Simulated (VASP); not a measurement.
Input of a VASP 6.6.1 run:

Contents of INCAR:

```
SYSTEM = TiB2
PREC = Accurate
ENCUT = 520
EDIFF = 1E-6
ISMEAR = -1
SIGMA = 0.1
LREAL = .False.
LASPH = .True.
NELM = 80
ALGO = Normal
ISIF = 2
LWAVE = .False.
LCHARG = .False.
GGA = PE
NBANDS = 16
```

Contents of KPOINTS:

```
Automatic mesh
0
Gamma
  11 11 9
  0 0 0
```

The input POSCAR:

```
TiB2
1.0
    3.0088691861      0.0000000000      0.0000000000
   -1.5044345930      2.6057571487      0.0000000000
    0.0000000000      0.0000000000      3.2067322330
Ti B
1 2
Direct
    0.0000000000      0.0000000000      0.0000000000
    0.3333333333      0.6666666667      0.5000000000
    0.6666666667      0.3333333333      0.5000000000
```

Potentials or basis: VASP PAW PBE potentials, release 64 (Ti_sv, B).

Command:

```console
$ cat potpaw_PBE.64/Ti_sv/POTCAR potpaw_PBE.64/B/POTCAR > POTCAR
$ mpirun -np 1 vasp_std > vasp.out
```

**Question.** Predict the band gap on the k mesh.

**Answer.** Zero (band 9 reaches 10.42 eV, above the bottom of band 10 at 9.95 eV).

**Question.** What does it give for the pressure?

**Answer.** 5.9 GPa.

Stress tensor (GPa, compression positive):
```
6.58 0.00 0.00
0.00 6.58 0.00
0.00 0.00 4.43
```
